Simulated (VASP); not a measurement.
A run of VASP 6.6.1 is set up as follows.

INCAR

```
PREC = Accurate
ENCUT = 520
EDIFF = 1E-6
ISMEAR = 0
SIGMA = 0.05
LREAL = F
LASPH = T
NELM = 150
ALGO = Normal
ISIF = 2
LWAVE = F
LCHARG = F
ISPIN = 2
MAGMOM = 2 0
LORBIT = 11
LMAXMIX = 4
GGA = RP
NBANDS = 18
```

Contents of KPOINTS:

```
Automatic mesh
0
Gamma
  12 12 12
```

The input POSCAR:

```
CoO
1.0
   -1.5080000000      1.5080000000      2.1072475377
    1.5080000000     -1.5080000000      2.1072475377
    1.5080000000      1.5080000000     -2.1072475377
Co O
1 1
Direct
    0.0000000000      0.0000000000      0.0000000000
    0.5000000000      0.5000000000      0.0000000000
```

Potentials or basis: VASP PAW PBE potentials, release 64 (Co, O).

Launch:

```bash
$ cat potpaw_PBE.64/Co/POTCAR potpaw_PBE.64/O/POTCAR > POTCAR
$ mpirun -np 1 vasp_std > vasp.out
```

**Question.** Estimate the pressure.

**Answer.** 5.9 GPa.

**Question.** Estimate the site moments.

**Answer.** Co +2.59; O +0.31 μB.

**Question.** Predict the net moment.

**Answer.** 2.95 μB per cell.

Stress tensor (GPa, compression positive):
```
5.92 0.00 0.00
0.00 5.92 0.00
0.00 0.00 5.75
```

Caveat: the PAW data sets were made with another functional, which shifts forces and pressure a little; a cell with one magnetic atom can't hold antiferromagnetic order, which such compounds often take.
